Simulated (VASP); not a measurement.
# H (Cmce) in VASP: further runs

The runs below take H through single point, relaxation of cell and atoms, with PBE.

Program: VASP 6.6.1. These are calculated values, not measurements. Logs are shortened: lines on timing, memory, paths and dates and some standing lists are left out, and cuts for length are marked.

## Step 1: The cell of the first run

The structure is orthorhombic, space group Cmce (No. 64). The conventional cell has a = 5.432 Å, b = 5.130 Å, c = 4.425 Å, α = 90.00°, β = 90.00°, γ = 90.00°. Within 1.0 Å of H (site symmetry m) lie 1 H at 0.75 Å.

## Step 2: Single point, PBE

File INCAR:

```
SYSTEM = H
PREC = Accurate ; ENCUT = 520
EDIFF = 1E-6 ; ISMEAR = 0
SIGMA = 0.02 ; LREAL = .FALSE.
LASPH = .TRUE. ; NELM = 100
ALGO = Normal ; ISIF = 2
LWAVE = .FALSE. ; LCHARG = .TRUE.
GGA = PE ; LELF = .TRUE.
LVHAR = .TRUE. ; NBANDS = 10
```

File KPOINTS:

```
regular mesh
0
G
  6 6 6
  0 0 0
```

File POSCAR:

```
H
1.0
    2.7157514422     -2.5649490751      0.0000000000
    2.7157514422      2.5649490751      0.0000000000
    0.0000000000      0.0000000000      4.4248082838
H
4
Direct
    0.9520458164      0.0479541836      0.0641167107
    0.4520458164      0.5479541836      0.4358832893
    0.5479541836      0.4520458164      0.5641167107
    0.0479541836      0.9520458164      0.9358832893
```

Potentials or basis: VASP PAW PBE potentials, release 64 (H).

The run is started by

```console
> cat potpaw_PBE.64/H/POTCAR > POTCAR
> mpirun -np 1 vasp_std > vasp.out
```

OUTCAR:

```text
SYSTEM = H
   PREC = Accurate
   ENCUT = 520
   EDIFF = 1E-6
   ISMEAR = 0
   LREAL = .FALSE.
   LASPH = .TRUE.
   NELM = 100
   ISIF = 2
   GGA = PE

 ion  position               nearest neighbor table
   1  0.952  0.048  0.064-   4 0.75
   2  0.452  0.548  0.436-   3 0.75
   3  0.548  0.452  0.564-   2 0.75
   4  0.048  0.952  0.936-   1 0.75

  LATTYP: Found a base centered orthorhombic cell.
 ALAT       =     5.1298981502
 B/A-ratio  =     1.0587935131
 C/A-ratio  =     0.8625528528

  Lattice vectors:

 A1 = (  -2.7157514422,  -2.5649490751,   0.0000000000)
 A2 = (   2.7157514422,  -2.5649490751,   0.0000000000)
 A3 = (   0.0000000000,   0.0000000000,   4.4248082838)

Analysis of symmetry for initial positions (statically):
=====================================================================
 Subroutine PRICEL returns:
 Original cell was already a primitive cell.

 Routine SETGRP: Setting up the symmetry group for a
 base centered orthorhombic supercell.

 Subroutine GETGRP returns: Found  8 space group operations
 (whereof  4 operations were pure point group operations)
 out of a pool of  8 trial point group operations.

The static configuration has the point symmetry C_2h.
 The point group associated with its full space group is D_2h.

Analysis of symmetry for dynamics (positions and initial velocities):
=====================================================================
 Subroutine PRICEL returns:
 Original cell was already a primitive cell.

 Routine SETGRP: Setting up the symmetry group for a
 base centered orthorhombic supercell.

 Subroutine GETGRP returns: Found  8 space group operations
 (whereof  4 operations were pure point group operations)
 out of a pool of  8 trial point group operations.

The dynamic configuration has the point symmetry C_2h.
 The point group associated with its full space group is D_2h.

 Subroutine INISYM returns: Found  8 space group operations
 (whereof  4 operations are pure point group operations),
 and found     1 'primitive' translations

----------------------------------------------------------------------------------------

                                     Primitive cell

  volume of cell :      61.6443

  direct lattice vectors                    reciprocal lattice vectors
     2.715751442 -2.564949075  0.000000000     0.184111105 -0.194935644  0.000000000
     2.715751442  2.564949075  0.000000000     0.184111105  0.194935644  0.000000000
     0.000000000  0.000000000  4.424808284     0.000000000  0.000000000  0.225998492

  length of vectors
     3.735541414  3.735541414  4.424808284     0.268135795  0.268135795  0.225998492

  position of ions in fractional coordinates (direct lattice)
     0.952045816  0.047954184  0.064116711
     0.452045816  0.547954184  0.435883289
     0.547954184  0.452045816  0.564116711
     0.047954184  0.952045816  0.935883289

  ion indices of the primitive-cell ions
   primitive index   ion index
                 1           1
                 2           2
                 3           3
                 4           4

----------------------------------------------------------------------------------------

 KPOINTS: regular mesh

Automatic generation of k-mesh.
 Grid dimensions read from file:
 generate k-points for:    6    6    6

 Generating k-lattice:

  Cartesian coordinates                     Fractional coordinates (reciprocal lattice)
     0.030685184 -0.032489274  0.000000000     0.166666667 -0.000000000  0.000000000
     0.030685184  0.032489274  0.000000000    -0.000000000  0.166666667  0.000000000
     0.000000000  0.000000000  0.037666415     0.000000000  0.000000000  0.166666667

  Length of vectors
     0.044689299  0.044689299  0.037666415

  Shift w.r.t. Gamma in fractional coordinates (k-lattice)
     0.000000000  0.000000000  0.000000000

 Subroutine IBZKPT returns following result:
 ===========================================

 Found     52 irreducible k-points:

 Following reciprocal coordinates:
            Coordinates               Weight
  0.000000  0.000000  0.000000      1.000000
  0.166667 -0.000000  0.000000      4.000000
  0.333333 -0.000000  0.000000      4.000000
  0.500000 -0.000000  0.000000      2.000000
  0.166667  0.166667  0.000000      2.000000
  0.333333  0.166667  0.000000      4.000000
[... 16 lines left out ...]
  0.333333  0.333333  0.166667      4.000000
  0.500000  0.333333  0.166667      8.000000
 [... further k-points ...]
   k-points           NKPTS =     52   k-points in BZ     NKDIM =     52   number of bands    NBANDS=     10
   number of dos      NEDOS =    301   number of ions     NIONS =      4
   total plane-waves  NPLWV =  28224
   dimension x,y,z NGX =    28 NGY =   28 NGZ =   36
   dimension x,y,z NGXF=    56 NGYF=   56 NGZF=   72
   ions per type =               4
   NGX,Y,Z   is equivalent  to a cutoff of  12.46, 12.46, 13.53 a.u.
   NGXF,Y,Z  is equivalent  to a cutoff of  24.92, 24.92, 27.05 a.u.
 SYSTEM =  H
   PREC   = accura    normal or accurate (medium, high low for compatibility)
   ISTART =      0    job   : 0-new  1-cont  2-samecut
   ICHARG =      2    charge: 1-file 2-atom 10-const
   ISPIN  =      1    spin polarized calculation?
   LNONCOLLINEAR =      F non collinear calculations
   LSORBIT =      F    spin-orbit coupling
   LASPH  =      T    aspherical Exc in radial PAW
   ENCUT  =  520.0 eV  38.22 Ry    6.18 a.u.   6.95  6.95  8.23*2*pi/ulx,y,z
   NELM   =    100;   NELMIN=  2; NELMDL= -5     # of ELM steps
   EDIFF  = 0.1E-05   stopping-criterion for ELM
   LREAL  =      F    real-space projection
   EDIFFG = 0.1E-04   stopping-criterion for IOM
   NSW    =      0    number of steps for IOM
   IBRION =     -1    ionic relax: 0-MD 1-quasi-New 2-CG
   NFREE  =      0    steps in history (QN), initial steepest desc. (CG)
   ISIF   =      2    stress and relaxation
   ISYM   =      2    0-nonsym 1-usesym 2-fastsym
   POTIM  = 0.5000    time-step for ionic-motion
   TEBEG  =    0.0;   TEEND  =   0.0 temperature during run
   PSTRESS=    0.0 pullay stress
   NELECT =       4.0000    total number of electrons
   NUPDOWN=      -1.0000    fix difference up-down
   EMIN   =  10.00;   EMAX   =-10.00  energy-range for DOS
   EFERMI =   0.00;   METHOD = LEGACY
   ISMEAR =     0;   SIGMA  =   0.02  broadening in eV -4-tet -1-fermi 0-gaus
   EFERMI_NEDOS =   21; number of points for ismear=-14 and -15
   IALGO  =     38    algorithm
   IMIX   =      4    mixing-type and parameters
     AMIX     =   0.40;   BMIX     =  1.00
     AMIX_MAG =   1.60;   BMIX_MAG =  1.00
  volume/ion in A,a.u.               =      15.41       104.00
  Fermi-wavevector in a.u.,A,eV,Ry     =   0.657855  1.243166  5.888243  0.432774
  Thomas-Fermi vector in A             =   1.729494
   LORBIT       =      0    0 simple, 1 ext, 2 COOP (PROOUT), +10 PAW based schemes
   GGA     = PE    functional components
   LHFCALC =     F    Hartree Fock is set to
   AEXX    =    0.0000 exact exchange contribution
   IVDW    =     0    specifies the selected vdW correction
   LEPSILON=     F    determine dielectric tensor
   LRPA    =     F    only Hartree local field effects (RPA)
 non-spin polarized calculation
 Gauss-broadening in eV      SIGMA  =   0.02
  energy-cutoff  :      520.00
  volume of cell :       61.64
 maximum number of plane-waves:      1684
   NGX = 13   NGY = 13   NGZ = 17

 number of electron       4.0000001 magnetization

 Free energy of the ion-electron system (eV)
  ---------------------------------------------------
  ext. energy  EPLUGINS =         0.00000000
  ---------------------------------------------------
  free energy    TOTEN  =       -13.58202881 eV

  energy without entropy =      -13.58202881  energy(sigma->0) =      -13.58202881

 E-fermi :  -8.6643     XC(G=0):  -4.7029

 val. band max:       -8.7780482951   @ k =   0.0000   0.0000   0.0000
 cond. band min:       0.5427411754   @ k =   0.5000  -0.0000   0.5000
 fundamental gap:      9.3207894704
 Fermi energy:        -8.6643316155

 k-point     1 :       0.0000    0.0000    0.0000
  band No.  band energies     occupation
      1     -10.2550      2.00000
      2      -8.7780      2.00000
      3       2.1879      0.00000
      4       3.4302      0.00000
      5       4.2803      0.00000
      6       6.3514      0.00000
      7       6.5657      0.00000
      8       8.1615      0.00000
      9       9.7637      0.00000
     10      10.2501      0.00000

 k-point     2 :       0.1667   -0.0000    0.0000
  band No.  band energies     occupation
      1     -10.1267      2.00000
      2      -8.8291      2.00000
      3       2.3106      0.00000
      4       3.2441      0.00000
      5       3.4653      0.00000
      6       5.7792      0.00000
      7       7.0873      0.00000
      8       8.8384      0.00000
      9      10.2104      0.00000
     10      10.5368      0.00000

 k-point     3 :       0.3333   -0.0000    0.0000
  band No.  band energies     occupation
      1      -9.7865      2.00000
      2      -9.0148      2.00000
      3       2.1160      0.00000
      4       2.2926      0.00000
      5       3.5759      0.00000
      6       5.7084      0.00000
      7       7.5865      0.00000
      8       8.2574      0.00000
      9       9.4694      0.00000
     10      11.2367      0.00000

 k-point     4 :       0.5000   -0.0000    0.0000
  band No.  band energies     occupation
      1      -9.3621      2.00000
      2      -9.3621      2.00000
      3       1.8647      0.00000
      4       1.8647      0.00000
      5       4.6836      0.00000
      6       4.6836      0.00000
      7       8.1903      0.00000
      8       8.1903      0.00000
      9       9.6134      0.00000
     10       9.6134      0.00000
[... 222 lines left out ...]
 k-point    22 :      -0.1667    0.1667    0.1667
  band No.  band energies     occupation
      1      -9.9024      2.00000
      2      -8.9575      2.00000
      3       1.7656      0.00000
      4       2.3856      0.00000
      5       4.3430      0.00000
      6       5.0931      0.00000
      7       7.9104      0.00000
      8       9.2437      0.00000
      9       9.9084      0.00000
     10      10.7262      0.00000

 k-point    23 :       0.3333    0.3333    0.1667
  band No.  band energies     occupation
      1      -9.4879      2.00000
      2      -8.9811      2.00000
      3       1.5970      0.00000
      4       2.2016      0.00000
      5       2.9405      0.00000
      6       6.1497      0.00000
      7       6.1809      0.00000
      8       7.7226      0.00000
      9       9.2818      0.00000
     10       9.3457      0.00000

 k-point    24 :       0.5000    0.3333    0.1667
  band No.  band energies     occupation
      1      -9.2731      2.00000
      2      -9.0929      2.00000
      3       1.2943      0.00000
      4       1.9902      0.00000
      5       3.6157      0.00000
      6       5.0240      0.00000
      7       6.7668      0.00000
      8       7.9044      0.00000
      9       8.3818      0.00000
     10       8.6448      0.00000

 [... further k-points ...]
[... 5 lines left out ...]
  --------------------------------------------------------------------------------------
  -------------------------------------------------------------------------------------
  Total       -0.0478671     -0.0704208     -0.0628716      0.0000000      0.0000000      0.0000000
  in kB       -1.2440989     -1.8302846     -1.6340750      0.0000000      0.0000000      0.0000000
  external PRESSURE =      -1.5694862 kB  Pullay stress =       0.0000000 kB

 VOLUME and BASIS-vectors are now :
 -----------------------------------------------------------------------------
  energy-cutoff  :      520.00
  volume of cell :       61.64
      direct lattice vectors                 reciprocal lattice vectors
     2.715751442 -2.564949075  0.000000000     0.184111105 -0.194935644  0.000000000
     2.715751442  2.564949075  0.000000000     0.184111105  0.194935644  0.000000000
     0.000000000  0.000000000  4.424808284     0.000000000  0.000000000  0.225998492

 POSITION                                       TOTAL-FORCE (eV/Angst)
 -----------------------------------------------------------------------------------
      2.71575     -2.31895      0.28370         0.000000     -0.010851     -0.012606
      2.71575      0.24600      1.92870         0.000000     -0.010851      0.012606
      2.71575     -0.24600      2.49611         0.000000      0.010851     -0.012606
      2.71575      2.31895      4.14110         0.000000      0.010851      0.012606
 -----------------------------------------------------------------------------------
    total drift:                                0.000000      0.000000      0.000000

  FREE ENERGIE OF THE ION-ELECTRON SYSTEM (eV)
  ---------------------------------------------------
  free  energy   TOTEN  =       -13.5820288080 eV

  energy  without entropy=      -13.5820288080  energy(sigma->0) =      -13.58202881
```

It took 9.4 s on 1 thread of Intel Xeon 6975P-C (Granite Rapids), shared host; peak memory 0.17 GiB.

What came out:

| Item | Value |
| --- | --- |
| Free energy | -13.5820 eV |
| Pressure | -0.2 GPa |
| Largest force | 0.017 eV/Å |
| Band gap on the k mesh | 9.32 eV, indirect (least direct gap 9.82 eV) |

Forces on the atoms (eV/Å):
```
H    0.000 -0.011 -0.013
H    0.000 -0.011  0.013
H    0.000  0.011 -0.013
H    0.000  0.011  0.013
```

## Step 3: Relaxation of cell and atoms, PBE

File INCAR:

```
SYSTEM = H
  PREC = Accurate
  ENCUT = 600
  EDIFF = 1E-6
  ISMEAR = 0
  SIGMA = 0.02
  LREAL = .FALSE.
  LASPH = .TRUE.
  NELM = 100
  ALGO = Normal
  ISIF = 3
  LWAVE = .FALSE.
  LCHARG = .FALSE.
  GGA = PE
  IBRION = 2
  NSW = 100
  EDIFFG = -0.005
```

File KPOINTS:

```
Automatic mesh
0
G
  6 6 6
  0 0 0
```

POSCAR is that of step 2.

Potentials or basis: VASP PAW PBE potentials, release 64 (H).

The run is started by

```console
> cat potpaw_PBE.64/H/POTCAR > POTCAR
> mpirun -np 1 vasp_std > vasp.out
```

Wall time 13 s (1 thread of Intel Xeon 6975P-C (Granite Rapids), shared host); peak memory 0.17 GiB.

The run converged. Its results:

- Free energy: -13.5854 eV
- Relaxed volume: 15.41 Å³/atom
- Relaxed cell: a = 3.735 Å, b = 3.735 Å, c = 4.424 Å, α = 90.00°, β = 90.00°, γ = 86.72°
- Space group after relaxing (to 0.05 Å): Cmce (No. 64)
- Energy gained by relaxing: 0.0 meV/atom
- Ionic steps: 3
- Pressure after relaxing: 0.0 GPa
- Band gap on the k mesh: 9.33 eV, indirect (least direct gap 9.83 eV)

Final structure:
```yaml
crystal:
  lattice:
    - [2.71567, -2.56466, 0.00000]
    - [2.71567, 2.56466, 0.00000]
    - [0.00000, 0.00000, 4.42443]
  atoms:
    - { symbol: H, position: [0.95209, 0.04791, 0.06406] }
    - { symbol: H, position: [0.45209, 0.54791, 0.43594] }
    - { symbol: H, position: [0.54791, 0.45209, 0.56406] }
    - { symbol: H, position: [0.04791, 0.95209, 0.93594] }
```

Levels at points of the mesh, in eV from the valence-band top:
| k point | band 1 | band 2 | band 3 | band 4 | band 5 | band 6 |
| --- | --- | --- | --- | --- | --- | --- |
| (0.00, 0.00, 0.00) | -1.48 | 0.00 | 10.97 | 12.21 | 13.07 | 15.14 |
| (0.50, 0.00, 0.00) | -0.58 | -0.58 | 10.65 | 10.65 | 13.47 | 13.47 |
| (0.50, 0.50, 0.00) | -0.48 | -0.24 | 9.86 | 10.44 | 13.57 | 15.05 |
| (0.00, 0.00, 0.50) | -0.75 | -0.75 | 10.45 | 10.45 | 15.29 | 15.29 |
| (0.50, 0.00, 0.50) | -0.50 | -0.50 | 9.33 | 9.33 | 15.52 | 15.52 |
| (0.50, 0.50, 0.50) | -0.31 | -0.31 | 11.07 | 11.07 | 12.33 | 12.33 |
